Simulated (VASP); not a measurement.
Wanted: the native input for a VASP 6.6.1 run.

| Property | Result |
| --- | --- |
| Task | single point |
| Functional | PBE |
| Potentials or basis | VASP PAW PBE potentials, release 64 (Mg, S) |
| Cutoff | 520 eV |
| k mesh | 6 × 6 × 4 |
| Occupations | gaussian, width 0.01 eV |
| Spin | no spin polarisation |
| Dipole correction | no |
| Further INCAR settings | ALGO = Normal; EDIFF = 1e-07; NBANDS = 16 |

The structure of MgS lies in POSCAR:

```
MgS
1.0
    4.0286256320      0.0000000000      0.0000000000
   -2.0143128160      3.4888921397      0.0000000000
    0.0000000000      0.0000000000      6.4543927776
Mg S
2 2
Direct
    0.3333333333      0.6666666667     -0.0028727191
    0.6666666667      0.3333333333      0.4971272809
    0.3333333333      0.6666666667      0.3778727191
    0.6666666667      0.3333333333      0.8778727191
```

These files were run (other wordings do the same):

INCAR

```
ALGO = Normal ; EDIFF = 1E-7
ENCUT = 520 ; GGA = PE
ISIF = 2 ; ISMEAR = 0
LASPH = True ; LCHARG = True
LELF = True ; LREAL = False
LVHAR = True ; LWAVE = False
NBANDS = 16 ; NELM = 60
PREC = Accurate ; SIGMA = 0.01
```

KPOINTS

```
k-points
0
Gamma
  6 6 4
```

Potentials or basis: VASP PAW PBE potentials, release 64 (Mg, S).

Run with:

```console
$ cat potpaw_PBE.64/Mg/POTCAR potpaw_PBE.64/S/POTCAR > POTCAR
$ mpirun -np 1 vasp_std > vasp.out
```

It gave:

The pressure is 0.9 GPa, the largest force is 0.004 eV/Å and the band gap on the k mesh is 3.47 eV, direct.

Run time: 29 s on 1 thread of Intel(R) Xeon(R) Platinum 8488C (Sapphire Rapids), with other jobs on the host, peak memory 0.19 GiB.
